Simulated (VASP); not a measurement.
# Ga2Sb2CO in VASP: notebook

Runs on Ga2Sb2CO. Level: PBE+D3(BJ). Tasks: single point.

Everything below comes from runs of VASP 6.6.1. Logs are shortened: lines on timing, memory, paths and dates and some standing lists are left out, and cuts for length are marked.

## Step 1: The cell of the first run

The cell holds a slab with vacuum, 6 atoms: a = 4.334 Å, b = 4.334 Å, c = 23.620 Å, α = 90.00°, β = 90.00°, γ = 120.00°.

## Step 2: Single point, PBE+D3(BJ)

Input file INCAR:

```
  PREC = Accurate
  ENCUT = 520
  EDIFF = 1E-6
  ISMEAR = 0
  SIGMA = 0.1
  LREAL = False
  LASPH = True
  NELM = 80
  ALGO = Normal
  ISIF = 2
  LWAVE = False
  LCHARG = True
  LDIPOL = True
  IDIPOL = 3
  DIPOL = 0.5 0.5 0.352
  GGA = PE
  IVDW = 12
  LELF = True
  LVHAR = True
  LVACPOTAV = True
  NBANDS = 32
```

Input file KPOINTS:

```
Automatic mesh
0
Gamma
  6 6 1
```

Input file POSCAR:

```
Ga2Sb2CO
1.0
    4.3343814647      0.0000000000      0.0000000000
   -2.1671907324      3.7536844581      0.0000000000
    0.0000000000      0.0000000000     23.6197422994
Sb Ga O C
2 2 1 1
Direct
    0.0000000000      0.0000000000      0.1693498578
    0.3333333333      0.6666666667      0.3259656336
    0.3333333333      0.6666666667      0.2068080104
    0.6666666667      0.3333333333      0.3585874135
    0.6666666667      0.3333333333      0.5025347927
    0.6666666667      0.3333333333      0.5512228768
```

Potentials or basis: VASP PAW PBE potentials, release 64 (Sb, Ga_d, O, C).

Run with:

```bash
> cat potpaw_PBE.64/Sb/POTCAR potpaw_PBE.64/Ga_d/POTCAR potpaw_PBE.64/O/POTCAR potpaw_PBE.64/C/POTCAR > POTCAR
> mpirun -np 1 vasp_std > vasp.out
```

OUTCAR:

```text
PREC = Accurate
   ENCUT = 520
   EDIFF = 1E-6
   ISMEAR = 0
   LREAL = False
   LASPH = True
   NELM = 80
   ISIF = 2
   GGA = PE
   IVDW = 12
 IVDW          = 12

 ion  position               nearest neighbor table
   1  0.000  0.000  0.169-   3 2.65   3 2.65   3 2.65
   2  0.333  0.667  0.326-   4 2.62   4 2.62   4 2.62   3 2.81
   3  0.333  0.667  0.207-   1 2.65   1 2.65   1 2.65   2 2.81
   4  0.667  0.333  0.359-   2 2.62   2 2.62   2 2.62
   5  0.667  0.333  0.503-   6 1.15
   6  0.667  0.333  0.551-   5 1.15

  LATTYP: Found a hexagonal cell.
 ALAT       =     4.3343814647
 C/A-ratio  =     5.4493916818

  Lattice vectors:

 A1 = (   4.3343814647,   0.0000000000,   0.0000000000)
 A2 = (  -2.1671907324,   3.7536844581,   0.0000000000)
 A3 = (   0.0000000000,   0.0000000000,  23.6197422994)

Analysis of symmetry for initial positions (statically):
=====================================================================
 Subroutine PRICEL returns:
 Original cell was already a primitive cell.

 Routine SETGRP: Setting up the symmetry group for a
 hexagonal supercell.

 Subroutine GETGRP returns: Found  6 space group operations
 (whereof  6 operations were pure point group operations)
 out of a pool of 24 trial point group operations.

The static configuration has the point symmetry C_3v.

Analysis of symmetry for dynamics (positions and initial velocities):
=====================================================================
 Subroutine PRICEL returns:
 Original cell was already a primitive cell.

 Routine SETGRP: Setting up the symmetry group for a
 hexagonal supercell.

 Subroutine GETGRP returns: Found  6 space group operations
 (whereof  6 operations were pure point group operations)
 out of a pool of 24 trial point group operations.

The dynamic configuration has the point symmetry C_3v.

 Subroutine INISYM returns: Found  6 space group operations
 (whereof  6 operations are pure point group operations),
 and found     1 'primitive' translations

----------------------------------------------------------------------------------------

                                     Primitive cell

  volume of cell :     384.2909

  direct lattice vectors                    reciprocal lattice vectors
     4.334381465  0.000000000  0.000000000     0.230713427  0.133202459  0.000000000
    -2.167190732  3.753684458  0.000000000     0.000000000  0.266404918  0.000000000
     0.000000000  0.000000000 23.619742299     0.000000000  0.000000000  0.042337464

[... 81 lines left out ...]
   POTIM  = 0.5000    time-step for ionic-motion
   TEBEG  =    0.0;   TEEND  =   0.0 temperature during run
   PSTRESS=    0.0 pullay stress
   NELECT =      46.0000    total number of electrons
   NUPDOWN=      -1.0000    fix difference up-down
   EMIN   =  10.00;   EMAX   =-10.00  energy-range for DOS
   EFERMI =   0.00;   METHOD = LEGACY
   ISMEAR =     0;   SIGMA  =   0.10  broadening in eV -4-tet -1-fermi 0-gaus
   EFERMI_NEDOS =   21; number of points for ismear=-14 and -15
   IALGO  =     38    algorithm
   IMIX   =      4    mixing-type and parameters
     AMIX     =   0.40;   BMIX     =  1.00
     AMIX_MAG =   1.60;   BMIX_MAG =  1.00
  volume/ion in A,a.u.               =      64.05       432.22
  Fermi-wavevector in a.u.,A,eV,Ry     =   0.806815  1.524660  8.856724  0.650951
  Thomas-Fermi vector in A             =   1.915318
   LORBIT       =      0    0 simple, 1 ext, 2 COOP (PROOUT), +10 PAW based schemes
   GGA     = PE    functional components
   LHFCALC =     F    Hartree Fock is set to
   AEXX    =    0.0000 exact exchange contribution
   IVDW    =    12    specifies the selected vdW correction
   LEPSILON=     F    determine dielectric tensor
   LRPA    =     F    only Hartree local field effects (RPA)
 non-spin polarized calculation
 Gauss-broadening in eV      SIGMA  =   0.10
  energy-cutoff  :      520.00
  volume of cell :      384.29
 maximum number of plane-waves:     10378
   NGX = 17   NGY = 17   NGZ = 87

 dipolmoment           0.000000      0.000000      0.000050 electrons x Angstroem

 number of electron      46.0000007 magnetization

 dipolmoment           0.000000      0.000000     -0.122203 electrons x Angstroem

 Free energy of the ion-electron system (eV)
  ---------------------------------------------------
  ext. energy  EPLUGINS =         0.00000000
  ---------------------------------------------------
  free energy    TOTEN  =       -28.25249774 eV

  energy without entropy =      -28.24597452  energy(sigma->0) =      -28.24923613

 E-fermi :  -0.8511     XC(G=0):  -4.1398

 val. band max:       -0.8774937313   @ k =   0.0000   0.0000   0.0000
 cond. band min:      -0.8087507256   @ k =   0.3333   0.3333   0.0000
 fundamental gap:      0.0687430058
 Fermi energy:        -0.8511437185

 k-point     1 :       0.0000    0.0000    0.0000
  band No.  band energies     occupation
      1     -27.0206      2.00000
      2     -16.4636      2.00000
      3     -16.4160      2.00000
      4     -16.4160      2.00000
      5     -16.3524      2.00000
      6     -16.3524      2.00000
[... 234 lines left out ...]
     31       4.2911      0.00000
     32       4.6034      0.00000

------------------------ aborting loop because EDIFF is reached ----------------------------------------

 Edisp (eV)   -0.98449

 E8    (eV) :    -0.4590

  FORCE on cell =-STRESS in cart. coord.  units (eV):
  Direction    XX          YY          ZZ          XY          YZ          ZX
  --------------------------------------------------------------------------------------
  -------------------------------------------------------------------------------------
  Total       0.01760     0.01760    -1.01737    -0.00000     0.00000     0.00000
  in kB       0.07337     0.07337    -4.24161    -0.00000     0.00000     0.00000
  external pressure =       -1.36 kB  Pullay stress =        0.00 kB

 VOLUME and BASIS-vectors are now :
 -----------------------------------------------------------------------------
  energy-cutoff  :      520.00
  volume of cell :      384.29
      direct lattice vectors                 reciprocal lattice vectors
     4.334381465  0.000000000  0.000000000     0.230713427  0.133202459  0.000000000
    -2.167190732  3.753684458  0.000000000     0.000000000  0.266404918  0.000000000
     0.000000000  0.000000000 23.619742299     0.000000000  0.000000000  0.042337464

 POSITION                                       TOTAL-FORCE (eV/Angst)
 -----------------------------------------------------------------------------------
      0.00000      0.00000      4.00000        -0.000000      0.000000      0.178109
     -0.00000      2.50246      7.69922        -0.000000     -0.000000      0.007894
     -0.00000      2.50246      4.88475         0.000000     -0.000000     -0.162948
      2.16719      1.25123      8.46974         0.000000      0.000000     -0.044630
      2.16719      1.25123     11.86974        -0.000000      0.000000      0.727473
      2.16719      1.25123     13.01974        -0.000000      0.000000     -0.705899
 -----------------------------------------------------------------------------------
    total drift:                               -0.000003      0.000001      0.001120

  FREE ENERGIE OF THE ION-ELECTRON SYSTEM (eV)
  ---------------------------------------------------
  free  energy   TOTEN  =       -29.2369915075 eV

  energy  without entropy=      -29.2304682821  energy(sigma->0) =      -29.23372989

 vacuum level on the upper side and lower side of the slab         2.657         4.018
```

OSZICAR:

```text
N       E                     dE             d eps       ncg     rms          rms(c)
DAV:   1     0.324620197188E+03    0.32462E+03   -0.18808E+04   488   0.126E+03
DAV:   2     0.199753132700E+02   -0.30464E+03   -0.28905E+03   552   0.290E+02
DAV:   3    -0.268847685811E+02   -0.46860E+02   -0.46277E+02   584   0.112E+02
[... 14 lines left out ...]
DAV:  18    -0.282524612732E+02   -0.22159E-04   -0.34619E-06   496   0.801E-03    0.280E-03
DAV:  19    -0.282524920175E+02   -0.30744E-04   -0.70178E-06   392   0.826E-03    0.114E-03
DAV:  20    -0.282524955200E+02   -0.35024E-05   -0.54633E-07   416   0.330E-03    0.523E-04
DAV:  21    -0.282524969719E+02   -0.14519E-05   -0.33605E-07   376   0.222E-03    0.499E-04
DAV:  22    -0.282524977410E+02   -0.76912E-06   -0.99818E-08   360   0.141E-03
   1 F= -.29236992E+02 E0= -.29233730E+02  d E =-.652323E-02
```

stdout:

```text
POSCAR found type information on POSCAR SbGaO C
 POSCAR found :  4 types and       6 ions
 scaLAPACK will be used
 LDA part: xc-table for (Slater+PW92), standard interpolation
 POSCAR, INCAR and KPOINTS ok, starting setup
 FFT: planning ... GRIDC
 FFT: planning ... GRID_SOFT
 FFT: planning ... GRID
 WAVECAR not read
 entering main loop
 -----------------------------------------------------------------------------
|                                                                             |
|           W    W    AA    RRRRR   N    N  II  N    N   GGGG   !!!           |
|           W    W   A  A   R    R  NN   N  II  NN   N  G    G  !!!           |
|           W    W  A    A  R    R  N N  N  II  N N  N  G       !!!           |
|           W WW W  AAAAAA  RRRRR   N  N N  II  N  N N  G  GGG   !            |
|           WW  WW  A    A  R   R   N   NN  II  N   NN  G    G                |
|           W    W  A    A  R    R  N    N  II  N    N   GGGG   !!!           |
|                                                                             |
|     Did not find any points to average over, which means that no vacuum     |
|     field-free region was found. Please increase the size of  your cell     |
|     in the dimension of the dipole correction to obtain accurate            |
|     workfunction values.                                                    |
|                                                                             |
 -----------------------------------------------------------------------------
```

Wall time 1.8 min (1 thread of Intel Xeon 6975P-C (Granite Rapids), shared host); peak memory 0.52 GiB.

What came out:

```
Free energy                : -29.2370 eV
Largest force              : 0.727 eV/Å
Band gap on the k mesh     : 0.07 eV (least direct gap 0.10 eV)
Dispersion energy per atom : -0.164 eV
```

Forces in eV/Å, atoms in the order of the input:
```
Sb   0.000  0.000  0.178
Sb   0.000  0.000  0.008
Ga   0.000  0.000 -0.163
Ga   0.000  0.000 -0.045
O    0.000  0.000  0.727
C    0.000  0.000 -0.706
```

Caveat: spin-orbit coupling is left out, which moves the levels of the heavy elements.

## Step 3: Single point, PBE+D3(BJ)

Input file INCAR:

```
PREC     = Accurate       # precision mode
ENCUT    = 520            # plane-wave cutoff, eV
EDIFF    = 1E-6           # SCF threshold, eV
ISMEAR   = 0              # smearing method
SIGMA    = 0.1            # smearing width, eV
LREAL    = False          # projectors in reciprocal space
LASPH    = True           # aspherical terms in the spheres
NELM     = 60             # most SCF steps
ALGO     = Normal         # electronic algorithm
ISIF     = 2              # what is computed and relaxed
LWAVE    = False          # write WAVECAR
LCHARG   = False          # write CHGCAR
LDIPOL   = True         
IDIPOL   = 3            
DIPOL    = 0.5 0.5 0.352
GGA      = PE             # functional
IVDW     = 12             # dispersion correction
NBANDS   = 32             # bands
```

Input file KPOINTS:

```
regular mesh
0
Gamma
  6 6 1
```

POSCAR, as its differences from that of step 2:

```diff
@@ -12,3 +12,3 @@
     0.6666666667      0.3333333333      0.3585874135
-    0.6666666667      0.3333333333      0.5025347927
-    0.6666666667      0.3333333333      0.5512228768
+    1.0000000000      1.0000000000      0.5025347927
+    1.0000000000      1.0000000000      0.5512228768
```

Potentials or basis: VASP PAW PBE potentials, release 64 (Sb, Ga_d, O, C).

Run with:

```bash
> cat potpaw_PBE.64/Sb/POTCAR potpaw_PBE.64/Ga_d/POTCAR potpaw_PBE.64/O/POTCAR potpaw_PBE.64/C/POTCAR > POTCAR
> mpirun -np 1 vasp_std > vasp.out
```

It took 99 s on 1 thread of Intel Xeon 6975P-C (Granite Rapids), shared host; peak memory 0.51 GiB.

It converged, with:

```
Free energy                : -29.2537 eV
Largest force              : 0.700 eV/Å
Band gap on the k mesh     : 0.04 eV (least direct gap 0.15 eV)
Dispersion energy per atom : -0.164 eV
```

Forces in eV/Å, atoms in the order of the input:
```
Sb   0.000  0.000  0.165
Sb   0.000  0.000 -0.012
Ga   0.000  0.000 -0.142
Ga   0.000  0.000  0.026
O    0.000  0.000  0.663
C    0.000  0.000 -0.700
```

Levels at points of the mesh, in eV from the valence-band top:
```tsv
k point	band 19	band 20	band 21	band 22	band 23	band 24	band 25	band 26	band 27	band 28
(0.00, 0.00, 0.00)	-2.10	-1.12	-1.12	0.00	0.00	0.15	0.88	1.50	1.50	1.74
(0.50, 0.00, 0.00)	-5.64	-2.52	-2.46	-1.30	-1.19	0.40	0.74	1.19	1.36	1.67
```

Caveat: spin-orbit coupling is left out, which moves the levels of the heavy elements.

## Step 4: Single point, PBE+D3(BJ)

Input file INCAR:

```
  PREC = Accurate
  ENCUT = 520
  EDIFF = 1E-6
  ISMEAR = 0
  SIGMA = 0.1
  LREAL = False
  LASPH = True
  NELM = 100
  ALGO = Normal
  ISIF = 2
  LWAVE = False
  LCHARG = False
  LDIPOL = True
  IDIPOL = 3
  DIPOL = 0.5 0.5 0.352
  GGA = PE
  IVDW = 12
  NBANDS = 32
```

KPOINTS is that of step 3.

POSCAR, as its differences from that of step 3:

```diff
@@ -12,3 +12,3 @@
     0.6666666667      0.3333333333      0.3585874135
-    1.0000000000      1.0000000000      0.5025347927
-    1.0000000000      1.0000000000      0.5512228768
+    1.3333333333      0.6666666667      0.5025347927
+    1.3333333333      0.6666666667      0.5512228768
```

Run with:

```bash
> cat potpaw_PBE.64/Sb/POTCAR potpaw_PBE.64/Ga_d/POTCAR potpaw_PBE.64/O/POTCAR potpaw_PBE.64/C/POTCAR > POTCAR
> mpirun -np 1 vasp_std > vasp.out
```

Run time: 1.8 min. Hardware: 1 thread of Intel Xeon 6975P-C (Granite Rapids), shared host; peak memory 0.51 GiB.

It converged, with:

```yaml
Free_energy: -29.2424 eV
Largest_force: 0.698 eV/Å
Band_gap_on_the_k_mesh: 0.03 eV (least direct gap 0.16 eV)
Dispersion_energy_per_atom: -0.164 eV
```

Forces on the atoms (eV/Å):
```
Sb   0.000  0.000  0.161
Sb   0.000  0.000 -0.041
Ga   0.000  0.000 -0.132
Ga   0.000  0.000  0.018
O    0.000  0.000  0.692
C    0.000  0.000 -0.698
```

Levels at points of the mesh, in eV from the valence-band top:
| k point | band 20 | band 21 | band 22 | band 23 | band 24 | band 25 | band 26 | band 27 |
| --- | --- | --- | --- | --- | --- | --- | --- | --- |
| (0.00, 0.00, 0.00) | -1.12 | -1.12 | 0.00 | 0.00 | 0.16 | 0.88 | 1.46 | 1.46 |
| (0.50, 0.00, 0.00) | -2.51 | -2.46 | -1.30 | -1.19 | 0.38 | 0.70 | 1.19 | 1.32 |

Caveat: spin-orbit coupling is left out, which moves the levels of the heavy elements.

## Step 5: Overview

```csv
cell,gap on the mesh (eV),largest force (eV/Å)
"as given, atomic positions A",0.07,0.73
"as given, atomic positions B",0.04,0.70
"as given, atomic positions C",0.03,0.70
```

Alike in all rows: task single point; level PBE+D3(BJ); potentials or basis VASP PAW PBE potentials, release 64 (Sb, Ga_d, O, C); no spin polarisation; k mesh 6 × 6 × 1; cutoff (eV) 520; smearing gaussian 0.1 eV.

Caveats: spin-orbit coupling is left out, which moves the levels of the heavy elements.

Total energies depend on the potentials used, so only differences within one code and one set of settings carry meaning.
